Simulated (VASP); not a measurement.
Input of a VASP 6.6.1 run:

File POSCAR:

```
Hg
1.0
    3.0088626849      0.0000000000      0.0000000000
    0.0000000000      3.0088626849      0.0000000000
    0.0000000000      0.0000000000      3.0088626849
Hg
1
Direct
    0.0000000000      0.0000000000      0.0000000000
```

Contents of INCAR.step1:

```
SYSTEM = Hg
ALGO = Normal
EDIFF = 1E-4
ENCUT = 520
GGA = PE
ISMEAR = -1
LASPH = .TRUE.
LCHARG = .FALSE.
LREAL = .FALSE.
LWAVE = .TRUE.
NBANDS = 12
NELM = 80
PREC = Accurate
SIGMA = 0.1
```

INCAR.step2

```
SYSTEM = Hg
ALGO = Normal
EDIFF = 1E-6
ENCUT = 520
ISIF = 2
ISMEAR = -1
ISTART = 1
LASPH = .TRUE.
LCHARG = .TRUE.
LELF = .TRUE.
LMIXTAU = .TRUE.
LREAL = .FALSE.
LVHAR = .TRUE.
LWAVE = .FALSE.
METAGGA = R2SCAN
NBANDS = 12
NELM = 80
PREC = Accurate
SIGMA = 0.1
```

File KPOINTS:

```
k-points
0
G
  11 11 11
  0 0 0
```

Potentials or basis: VASP PAW PBE potentials, release 64 (Hg).

Command:

```console
$ cat potpaw_PBE.64/Hg/POTCAR > POTCAR
$ cp INCAR.step1 INCAR
$ mpirun -np 1 vasp_std > vasp.out
$ cp INCAR.step2 INCAR
$ mpirun -np 1 vasp_std > vasp.out
```

Problem. What does it give for the band gap on the k mesh?

Solution. Zero (bands 6 and 7 overlap by 4.03 eV).

Problem. Predict the pressure.

Solution. 0.4 GPa.

Caveat: the PAW data sets were made with another functional, which shifts forces and pressure a little; spin-orbit coupling is left out, which moves the levels of the heavy elements.
